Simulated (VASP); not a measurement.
# V (Im-3m) in VASP: single point with PBEsol

Aim: the single point of V with PBEsol.

All numbers are computed with VASP 6.6.1; they aren't measurements. Logs are shortened: lines on timing, memory, paths and dates and some standing lists are left out, and cuts for length are marked.

## 1. The cell of the first run

Symmetry: Im-3m, No. 229, cubic system. Conventional cell: a = 3.027 Å, b = 3.027 Å, c = 3.027 Å, α = 90.00°, β = 90.00°, γ = 90.00°. V (site symmetry m-3m) has 14 V at 2.62 to 3.03 Å within 3.5 Å.

## 2. Single point, PBEsol

Contents of INCAR:

```
ALGO = Normal ; EDIFF = 1E-6
ENCUT = 500 ; GGA = PS
GGA_COMPAT = False ; ISIF = 2
ISMEAR = -1 ; ISYM = 0
LASPH = True ; LCHARG = True
LELF = True ; LREAL = False
LVHAR = True ; LWAVE = False
NBANDS = 20 ; NELM = 120
PREC = Accurate ; SIGMA = 0.05
```

Contents of KPOINTS:

```
k-points
0
Gamma
  13 13 7
```

Contents of POSCAR:

```
V
1.0
   -1.5136500000      1.5136500000      1.5136500000
    1.5136500000     -1.5136500000      1.5136500000
    3.0273000000      3.0273000000     -3.0273000000
V
2
Direct
    0.0000000000      0.0000000000      0.0000000000
    0.0000000000      0.0000000000      0.5000000000
```

Potentials or basis: VASP PAW PBE potentials, release 64 (V_sv).

On the command line:

```sh
$ cat potpaw_PBE.64/V_sv/POTCAR > POTCAR
$ mpirun -np 1 vasp_std > vasp.out
```

OUTCAR:

```text
EDIFF = 1E-6
   ENCUT = 500
   GGA = PS
   ISIF = 2
   ISMEAR = -1
   ISYM = 0
   LASPH = True
   LREAL = False
   NELM = 120
   PREC = Accurate

 ion  position               nearest neighbor table
   1  0.000  0.000  0.000-   2 2.62   2 2.62   2 2.62   2 2.62
   2  0.000  0.000  0.500-   1 2.62   1 2.62   1 2.62   1 2.62

IMPORTANT INFORMATION: All symmetrisations will be switched off!
NOSYMM: (Re-)initialisation of all symmetry stuff for point group C_1.

----------------------------------------------------------------------------------------

                                     Primitive cell

  volume of cell :      27.7438

  direct lattice vectors                    reciprocal lattice vectors
    -1.513650000  1.513650000  1.513650000     0.000000000  0.330327354  0.330327354
     1.513650000 -1.513650000  1.513650000     0.330327354  0.000000000  0.330327354
     3.027300000  3.027300000 -3.027300000     0.165163677  0.165163677  0.000000000

  length of vectors
     2.621718705  2.621718705  5.243437410     0.467153425  0.467153425  0.233576712

  position of ions in fractional coordinates (direct lattice)
     0.000000000  0.000000000  0.000000000
     0.000000000  0.000000000  0.500000000

  ion indices of the primitive-cell ions
   primitive index   ion index
                 1           1
                 2           2

----------------------------------------------------------------------------------------

 KPOINTS: k-points

Automatic generation of k-mesh.
 Grid dimensions read from file:
 generate k-points for:   13   13    7

 Generating k-lattice:

  Cartesian coordinates                     Fractional coordinates (reciprocal lattice)
     0.000000000  0.025409796  0.025409796     0.076923077  0.000000000  0.000000000
     0.025409796  0.000000000  0.025409796     0.000000000  0.076923077  0.000000000
     0.023594811  0.023594811  0.000000000     0.000000000  0.000000000  0.142857143

  Length of vectors
     0.035934879  0.035934879  0.033368102

  Shift w.r.t. Gamma in fractional coordinates (k-lattice)
     0.000000000  0.000000000  0.000000000

 -----------------------------------------------------------------------------
|                                                                             |
|           W    W    AA    RRRRR   N    N  II  N    N   GGGG   !!!           |
|           W    W   A  A   R    R  NN   N  II  NN   N  G    G  !!!           |
|           W    W  A    A  R    R  N N  N  II  N N  N  G       !!!           |
|           W WW W  AAAAAA  RRRRR   N  N N  II  N  N N  G  GGG   !            |
|           WW  WW  A    A  R   R   N   NN  II  N   NN  G    G                |
|           W    W  A    A  R    R  N    N  II  N    N   GGGG   !!!           |
[... 65 lines left out ...]
   LREAL  =      F    real-space projection
   EDIFFG = 0.1E-04   stopping-criterion for IOM
   NSW    =      0    number of steps for IOM
   IBRION =     -1    ionic relax: 0-MD 1-quasi-New 2-CG
   NFREE  =      0    steps in history (QN), initial steepest desc. (CG)
   ISIF   =      2    stress and relaxation
   ISYM   =      0    0-nonsym 1-usesym 2-fastsym
   POTIM  = 0.5000    time-step for ionic-motion
   TEBEG  =    0.0;   TEEND  =   0.0 temperature during run
   PSTRESS=    0.0 pullay stress
   NELECT =      26.0000    total number of electrons
   NUPDOWN=      -1.0000    fix difference up-down
   EMIN   =  10.00;   EMAX   =-10.00  energy-range for DOS
   EFERMI =   0.00;   METHOD = LEGACY
   ISMEAR =    -1;   SIGMA  =   0.05  broadening in eV -4-tet -1-fermi 0-gaus
   EFERMI_NEDOS =   21; number of points for ismear=-14 and -15
   IALGO  =     38    algorithm
   IMIX   =      4    mixing-type and parameters
     AMIX     =   0.40;   BMIX     =  1.00
     AMIX_MAG =   1.60;   BMIX_MAG =  1.00
  volume/ion in A,a.u.               =      13.87        93.61
  Fermi-wavevector in a.u.,A,eV,Ry     =   1.602054  3.027443 34.920401  2.566577
  Thomas-Fermi vector in A             =   2.698935
   LORBIT       =      0    0 simple, 1 ext, 2 COOP (PROOUT), +10 PAW based schemes
   GGA     = PS    functional components
   LHFCALC =     F    Hartree Fock is set to
   AEXX    =    0.0000 exact exchange contribution
   IVDW    =     0    specifies the selected vdW correction
   LEPSILON=     F    determine dielectric tensor
   LRPA    =     F    only Hartree local field effects (RPA)
 non-spin polarized calculation
  energy-cutoff  :      500.00
  volume of cell :       27.74
 maximum number of plane-waves:       722
   NGX =  9   NGY =  9   NGZ = 19

 number of electron      25.9999992 magnetization

 Free energy of the ion-electron system (eV)
  ---------------------------------------------------
  ext. energy  EPLUGINS =         0.00000000
  ---------------------------------------------------
  free energy    TOTEN  =       -19.21522023 eV

  energy without entropy =      -19.18492115  energy(sigma->0) =      -19.20007069

 E-fermi :   9.2000     XC(G=0): -12.8972

 val. band max:        9.1979340589   @ k =  -0.3846   0.3077   0.1429
 cond. band min:       9.2011101910   @ k =   0.3077   0.0769   0.1429
 fundamental gap:      0.0031761322
 Fermi energy:         9.1999823512

 k-point     1 :       0.0000    0.0000    0.0000
  band No.  band energies     occupation
      1     -54.3123      2.00000
      2     -54.1330      2.00000
      3     -28.5906      2.00000
      4     -28.0195      2.00000
      5     -27.7636      2.00000
      6     -27.7619      2.00000
[... 541 lines left out ...]
     19      12.5354      0.00000
     20      14.2694      0.00000

 [... further k-points ...]

------------------------ aborting loop because EDIFF is reached ----------------------------------------

  FORCE on cell =-STRESS in cart. coord.  units (eV):
  Direction    XX          YY          ZZ          XY          YZ          ZX
  --------------------------------------------------------------------------------------
  -------------------------------------------------------------------------------------
  Total       -2.0472612     -2.0472607     -1.9987888     -0.0209274     -0.0068404     -0.0068401
  in kB     -118.2272125   -118.2271822   -115.4279856     -1.2085347     -0.3950256     -0.3950104
  external PRESSURE =    -117.2941267 kB  Pullay stress =       0.0000000 kB

 VOLUME and BASIS-vectors are now :
 -----------------------------------------------------------------------------
  energy-cutoff  :      500.00
  volume of cell :       27.74
      direct lattice vectors                 reciprocal lattice vectors
    -1.513650000  1.513650000  1.513650000     0.000000000  0.330327354  0.330327354
     1.513650000 -1.513650000  1.513650000     0.330327354  0.000000000  0.330327354
     3.027300000  3.027300000 -3.027300000     0.165163677  0.165163677  0.000000000

 POSITION                                       TOTAL-FORCE (eV/Angst)
 -----------------------------------------------------------------------------------
      0.00000      0.00000      0.00000         0.000000      0.000000      0.000000
      1.51365      1.51365     -1.51365        -0.000000     -0.000000     -0.000000
 -----------------------------------------------------------------------------------
    total drift:                               -0.000000      0.000000      0.000000

  FREE ENERGIE OF THE ION-ELECTRON SYSTEM (eV)
  ---------------------------------------------------
  free  energy   TOTEN  =       -19.2152202303 eV

  energy  without entropy=      -19.1849211531  energy(sigma->0) =      -19.20007069
```

OSZICAR:

```text
N       E                     dE             d eps       ncg     rms          rms(c)
DAV:   1     0.285931074078E+03    0.28593E+03   -0.14771E+04 23712   0.147E+03
DAV:   2    -0.140838414065E+02   -0.30001E+03   -0.29405E+03 24404   0.470E+02
DAV:   3    -0.224014533567E+02   -0.83176E+01   -0.80934E+01 25880   0.914E+01
DAV:   4    -0.224874714252E+02   -0.86018E-01   -0.85904E-01 24024   0.943E+00
DAV:   5    -0.224884750327E+02   -0.10036E-02   -0.10036E-02 25056   0.105E+00    0.263E+01
DAV:   6    -0.192703572607E+02    0.32181E+01   -0.13504E+01 23936   0.383E+01    0.193E+00
DAV:   7    -0.192354123603E+02    0.34945E-01   -0.10403E-01 23992   0.358E+00    0.122E+00
DAV:   8    -0.192151698129E+02    0.20243E-01   -0.13392E-02 24212   0.142E+00    0.157E-01
DAV:   9    -0.192161400579E+02   -0.97025E-03   -0.10281E-02 27748   0.100E+00    0.344E-01
DAV:  10    -0.192152120950E+02    0.92796E-03   -0.66555E-03 26560   0.759E-01    0.415E-02
DAV:  11    -0.192152214092E+02   -0.93142E-05   -0.60012E-05 23784   0.907E-02    0.506E-03
DAV:  12    -0.192152200246E+02    0.13846E-05   -0.13386E-06 12364   0.120E-02    0.227E-03
DAV:  13    -0.192152202303E+02   -0.20571E-06   -0.18436E-07 11876   0.588E-03
   1 F= -.19215220E+02 E0= -.19200071E+02  d E =-.302991E-01
```

It took 4.4 min on 1 thread of Oxide Virtual Turin-like, shared host; peak memory 0.31 GiB.

Results:

```
Free energy            : -19.2152 eV
Pressure               : -11.7 GPa
Band gap on the k mesh : zero (bands 13 and 14 overlap by 2.08 eV)
```

Levels at points of the mesh, in eV from the Fermi level:
| k point | band 9 | band 10 | band 11 | band 12 | band 13 | band 14 | band 15 | band 16 | band 17 | band 18 |
| --- | --- | --- | --- | --- | --- | --- | --- | --- | --- | --- |
| (0.00, 0.00, 0.00) | -6.53 | -3.09 | -1.08 | 0.40 | 0.41 | 0.41 | 1.55 | 2.33 | 2.34 | 2.34 |

Caveat: the cell stands under tension; the PAW data sets were made with another functional, which shifts forces and pressure a little.
